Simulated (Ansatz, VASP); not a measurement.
**One calculation of CdF2, two programs**

```xyz
3
Lattice="0.0000 2.7964 2.5911 2.6887 0.0000 2.5911 2.6887 2.7964 0.0000" Properties=species:S:1:pos:R:3 pbc="T T T"
Cd    0.0000    0.0000    0.0000
F     1.3444    1.3982    1.2956
F     4.0331    4.1946    3.8867
```

Change from the starting cell: strain +e along x and -e along y -0.0200, strain +e along z and -e/2 along x and y -0.0375.

Alike in both runs: task single point; functional PBEsol; k mesh 8 × 8 × 8; occupations gaussian, width 0.05 eV; no spin polarisation.

|  | VASP | Ansatz |
| --- | --- | --- |
| version | VASP 6.6.1 | Ansatz 0.2.0 |
| potentials or method | VASP PAW PBE potentials, release 64 (Cd, F), cutoff 520 eV | scalar-relativistic, plane waves, PAW |
| valence electrons in the cell | 26 | 34 |

VASP gave:

- gap on the k mesh at the Fermi level (eV): 2.79
- least direct gap on the mesh (eV): 3.26
- pressure (GPa): 0.9
- traceless stress, the component that is largest in VASP (GPa): -4.23

Task: What did Ansatz give for the same quantities?

Result: gap on the k mesh at the Fermi level (eV): 2.82; least direct gap on the mesh (eV): 3.29; pressure (GPa): 0.1; traceless stress, the component that is largest in VASP (GPa): -4.30.

VASP's potentials were made for PBE, not for PBEsol. VASP's potentials hold 26 valence electrons a cell and Ansatz's 34, so a difference there can come from the potentials and not from the codes.
